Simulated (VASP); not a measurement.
# C in VASP: a series of runs

C is run at these levels: LDA; tasks: single point.

Everything below comes from runs of VASP 6.6.1. Logs are shortened: lines on timing, memory, paths and dates and some standing lists are left out, and cuts for length are marked.

## Step 1: The cell of the first run

The cell holds a slab with vacuum, 2 atoms: a = 2.488 Å, b = 2.488 Å, c = 8.636 Å, α = 90.00°, β = 90.00°, γ = 120.00°.

## Step 2: Single point, LDA

File INCAR:

```
SYSTEM = C
PREC     = Accurate       ! precision mode
ENCUT    = 600            ! plane-wave cutoff, eV
EDIFF    = 1E-6           ! SCF threshold, eV
ISMEAR   = -1             ! smearing method
SIGMA    = 0.15           ! smearing width, eV
LREAL    = .False.        ! projectors in reciprocal space
LASPH    = .True.         ! aspherical terms in the spheres
NELM     = 120            ! most SCF steps
ALGO     = Normal         ! electronic algorithm
ISIF     = 2              ! what is computed and relaxed
LWAVE    = .False.        ! write WAVECAR
LCHARG   = .False.        ! write CHGCAR
NBANDS   = 11             ! bands
GGA_COMPAT= .False.
```

File KPOINTS:

```
Automatic mesh
0
Gamma
  11 11 3
  0 0 0
```

File POSCAR:

```
C
1.0
    2.4884917329      0.0000000000      0.0000000000
   -1.2442458664      2.1550974468      0.0000000000
    0.0000000000      0.0000000000      8.6359711658
C
2
Direct
    0.3333333333      0.6666666667      0.0000000000
    0.6666666667      0.3333333333      0.0000000000
```

Potentials or basis: VASP PAW LDA potentials, release 64 (C).

On the command line:

```
> cat potpaw_LDA.64/C/POTCAR > POTCAR
> mpirun -np 1 vasp_std > vasp.out
```

OUTCAR:

```text
SYSTEM = C
   PREC = Accurate
   ENCUT = 600
   EDIFF = 1E-6
   ISMEAR = -1
   LREAL = .False.
   LASPH = .True.
   NELM = 120
   ISIF = 2

 ion  position               nearest neighbor table
   1  0.333  0.667  0.000-   2 1.44   2 1.44   2 1.44
   2  0.667  0.333  0.000-   1 1.44   1 1.44   1 1.44

  LATTYP: Found a hexagonal cell.
 ALAT       =     2.4884917329
 C/A-ratio  =     3.4703636149

  Lattice vectors:

 A1 = (   2.4884917329,   0.0000000000,   0.0000000000)
 A2 = (  -1.2442458664,   2.1550974468,   0.0000000000)
 A3 = (   0.0000000000,   0.0000000000,   8.6359711658)

Analysis of symmetry for initial positions (statically):
=====================================================================
 Subroutine PRICEL returns:
 Original cell was already a primitive cell.

 Routine SETGRP: Setting up the symmetry group for a
 hexagonal supercell.

 Subroutine GETGRP returns: Found 24 space group operations
 (whereof 24 operations were pure point group operations)
 out of a pool of 24 trial point group operations.

The static configuration has the point symmetry D_6h.

Analysis of symmetry for dynamics (positions and initial velocities):
=====================================================================
 Subroutine PRICEL returns:
 Original cell was already a primitive cell.

 Routine SETGRP: Setting up the symmetry group for a
 hexagonal supercell.

 Subroutine GETGRP returns: Found 24 space group operations
 (whereof 24 operations were pure point group operations)
 out of a pool of 24 trial point group operations.

The dynamic configuration has the point symmetry D_6h.

 Subroutine INISYM returns: Found 24 space group operations
 (whereof 24 operations are pure point group operations),
 and found     1 'primitive' translations

----------------------------------------------------------------------------------------

                                     Primitive cell

  volume of cell :      46.3142

  direct lattice vectors                    reciprocal lattice vectors
     2.488491733  0.000000000  0.000000000     0.401849838  0.232008070  0.000000000
    -1.244245866  2.155097447  0.000000000     0.000000000  0.464016141  0.000000000
     0.000000000  0.000000000  8.635971166     0.000000000  0.000000000  0.115794736

[... 86 lines left out ...]
   NSW    =      0    number of steps for IOM
   IBRION =     -1    ionic relax: 0-MD 1-quasi-New 2-CG
   NFREE  =      0    steps in history (QN), initial steepest desc. (CG)
   ISIF   =      2    stress and relaxation
   ISYM   =      2    0-nonsym 1-usesym 2-fastsym
   POTIM  = 0.5000    time-step for ionic-motion
   TEBEG  =    0.0;   TEEND  =   0.0 temperature during run
   PSTRESS=    0.0 pullay stress
   NELECT =       8.0000    total number of electrons
   NUPDOWN=      -1.0000    fix difference up-down
   EMIN   =  10.00;   EMAX   =-10.00  energy-range for DOS
   EFERMI =   0.00;   METHOD = LEGACY
   ISMEAR =    -1;   SIGMA  =   0.15  broadening in eV -4-tet -1-fermi 0-gaus
   EFERMI_NEDOS =   21; number of points for ismear=-14 and -15
   IALGO  =     38    algorithm
   IMIX   =      4    mixing-type and parameters
     AMIX     =   0.40;   BMIX     =  1.00
     AMIX_MAG =   1.60;   BMIX_MAG =  1.00
  volume/ion in A,a.u.               =      23.16       156.27
  Fermi-wavevector in a.u.,A,eV,Ry     =   0.911731  1.722922 11.309890  0.831253
  Thomas-Fermi vector in A             =   2.036044
   LORBIT       =      0    0 simple, 1 ext, 2 COOP (PROOUT), +10 PAW based schemes
   GGA     = CA    functional components
   LHFCALC =     F    Hartree Fock is set to
   AEXX    =    0.0000 exact exchange contribution
   IVDW    =     0    specifies the selected vdW correction
   LEPSILON=     F    determine dielectric tensor
   LRPA    =     F    only Hartree local field effects (RPA)
 non-spin polarized calculation
  energy-cutoff  :      600.00
  volume of cell :       46.31
 maximum number of plane-waves:      1577
 NGX is ok and might be reduce to    20
   NGX =  9   NGY =  9   NGZ = 35

 number of electron       8.0000000 magnetization

 Free energy of the ion-electron system (eV)
  ---------------------------------------------------
  ext. energy  EPLUGINS =         0.00000000
  ---------------------------------------------------
  free energy    TOTEN  =       -20.14527694 eV

  energy without entropy =      -20.14394718  energy(sigma->0) =      -20.14461206

 E-fermi :  -1.1193     XC(G=0):  -5.0223

 val. band max:       -1.8510324080   @ k =   0.3636   0.2727   0.3333
 cond. band min:      -0.3867469831   @ k =   0.3636   0.2727   0.3333
 fundamental gap:      1.4642854250
 Fermi energy:        -1.1192814918

 k-point     1 :       0.0000    0.0000    0.0000
  band No.  band energies     occupation
      1     -20.1834      2.00000
      2      -8.5575      2.00000
      3      -4.1475      2.00000
      4      -4.1475      2.00000
      5       2.1594      0.00000
      6       4.4358      0.00000
      7       6.0082      0.00000
      8       6.9771      0.00000
      9       6.9771      0.00000
     10       9.8979      0.00000
     11      11.0737      0.00000
[... 309 lines left out ...]
 k-point    24 :       0.1818    0.0909    0.3333
  band No.  band energies     occupation
      1     -18.8562      2.00000
      2      -7.8850      2.00000
      3      -6.9857      2.00000
      4      -6.3901      2.00000
      5       4.2813      0.00000
      6       5.2636      0.00000
      7       6.2446      0.00000
      8       7.5276      0.00000
      9       9.0689      0.00000
     10      10.3281      0.00000
     11      12.2896      0.00000

 [... further k-points ...]

------------------------ aborting loop because EDIFF is reached ----------------------------------------

  FORCE on cell =-STRESS in cart. coord.  units (eV):
  Direction    XX          YY          ZZ          XY          YZ          ZX
  --------------------------------------------------------------------------------------
  -------------------------------------------------------------------------------------
  Total       -2.3227056     -2.3227065     -0.0413058     -0.0000000     -0.0000000     -0.0000000
  in kB      -80.3508463    -80.3508753     -1.4289181     -0.0000000     -0.0000000     -0.0000000
  external PRESSURE =     -54.0435466 kB  Pullay stress =       0.0000000 kB

 VOLUME and BASIS-vectors are now :
 -----------------------------------------------------------------------------
  energy-cutoff  :      600.00
  volume of cell :       46.31
      direct lattice vectors                 reciprocal lattice vectors
     2.488491733  0.000000000  0.000000000     0.401849838  0.232008070  0.000000000
    -1.244245866  2.155097447  0.000000000     0.000000000  0.464016141  0.000000000
     0.000000000  0.000000000  8.635971166     0.000000000  0.000000000  0.115794736

 POSITION                                       TOTAL-FORCE (eV/Angst)
 -----------------------------------------------------------------------------------
     -0.00000      1.43673      0.00000         0.000000      0.000000      0.000000
      1.24425      0.71837      0.00000        -0.000000     -0.000000     -0.000000
 -----------------------------------------------------------------------------------
    total drift:                                0.000000     -0.000000     -0.000000

  FREE ENERGIE OF THE ION-ELECTRON SYSTEM (eV)
  ---------------------------------------------------
  free  energy   TOTEN  =       -20.1452769367 eV

  energy  without entropy=      -20.1439471811  energy(sigma->0) =      -20.14461206
```

OSZICAR:

```text
N       E                     dE             d eps       ncg     rms          rms(c)
DAV:   1     0.278938287571E+02    0.27894E+02   -0.38316E+03   704   0.652E+02
DAV:   2    -0.190978380698E+02   -0.46992E+02   -0.44122E+02   937   0.135E+02
DAV:   3    -0.214430918121E+02   -0.23453E+01   -0.23363E+01   877   0.310E+01
DAV:   4    -0.214692242567E+02   -0.26132E-01   -0.26119E-01   923   0.403E+00
DAV:   5    -0.214694922501E+02   -0.26799E-03   -0.26798E-03   912   0.354E-01    0.622E+00
DAV:   6    -0.205057805620E+02    0.96371E+00   -0.81814E-01   804   0.509E+00    0.355E+00
DAV:   7    -0.201517466985E+02    0.35403E+00   -0.10185E+00   828   0.566E+00    0.877E-01
DAV:   8    -0.201449028112E+02    0.68439E-02   -0.30291E-02   835   0.101E+00    0.152E-01
DAV:   9    -0.201441602382E+02    0.74257E-03   -0.54834E-04   857   0.147E-01    0.119E-01
DAV:  10    -0.201439089638E+02    0.25127E-03   -0.45709E-03   754   0.275E-01    0.109E-01
DAV:  11    -0.201443992878E+02   -0.49032E-03   -0.96496E-05   801   0.571E-02    0.358E-02
DAV:  12    -0.201451936273E+02   -0.79434E-03   -0.17047E-04   759   0.646E-02    0.219E-02
DAV:  13    -0.201452409718E+02   -0.47344E-04   -0.25182E-06   810   0.885E-03    0.666E-03
DAV:  14    -0.201452766113E+02   -0.35640E-04   -0.23970E-06   736   0.535E-03    0.185E-03
DAV:  15    -0.201452769367E+02   -0.32544E-06   -0.19435E-08   843   0.865E-04
   1 F= -.20145277E+02 E0= -.20144612E+02  d E =-.132976E-02
```

stdout:

```text
POSCAR found type information on POSCAR C
 POSCAR found :  1 types and       2 ions
 scaLAPACK will be used
 LDA part: xc-table for (Slater(with rela. corr.)+CA(PZ))
 , standard interpolation
 POSCAR, INCAR and KPOINTS ok, starting setup
 FFT: planning ... GRIDC
 FFT: planning ... GRID_SOFT
 FFT: planning ... GRID
 WAVECAR not read
 entering main loop
```

Wall time 18 s (1 thread of Intel Xeon 6975P-C, shared host); peak memory 0.15 GiB.

Results:

* Free energy: -20.1453 eV
* Band gap on the k mesh: 1.46 eV, direct

Levels at points of the mesh, in eV from the valence-band top:
| k point | band 1 | band 2 | band 3 | band 4 | band 5 | band 6 | band 7 | band 8 |
| --- | --- | --- | --- | --- | --- | --- | --- | --- |
| (0.00, 0.00, 0.00) | -18.33 | -6.71 | -2.30 | -2.30 | 4.01 | 6.29 | 7.86 | 8.83 |

## Step 3: Single point, LDA

This run uses another cell than the first one, of 23.60 Å³/atom, 1.019 times its volume.

File INCAR:

```
SYSTEM = C
ALGO = Normal
EDIFF = 1E-6
ENCUT = 600
GGA_COMPAT = .FALSE.
ISIF = 2
ISMEAR = -1
LASPH = .TRUE.
LCHARG = .FALSE.
LREAL = .FALSE.
LWAVE = .FALSE.
NBANDS = 11
NELM = 120
PREC = Accurate
SIGMA = 0.15
```

File KPOINTS:

```
k-points
0
G
  11 11 3
  0 0 0
```

File POSCAR:

```
C
1.0
    2.5043424260      0.0000000000      0.0000000000
   -1.2521712130      2.1688245523      0.0000000000
    0.0000000000      0.0000000000      8.6909788346
C
2
Direct
    0.3333333333      0.6666666667      0.0000000000
    0.6666666667      0.3333333333      0.0000000000
```

Potentials or basis: VASP PAW LDA potentials, release 64 (C).

On the command line:

```
> cat potpaw_LDA.64/C/POTCAR > POTCAR
> mpirun -np 1 vasp_std > vasp.out
```

Run time: 20 s. Hardware: 1 thread of Intel Xeon 6975P-C, shared host; peak memory 0.15 GiB.

It converged, with:

- Free energy: -20.1115 eV
- Band gap on the k mesh: 1.44 eV, direct

Levels at points of the mesh, in eV from the valence-band top:
```tsv
k point	band 2	band 3	band 4	band 5	band 6	band 7
(0.00, 0.00, 0.00)	-6.59	-2.31	-2.31	4.06	6.30	7.86
```
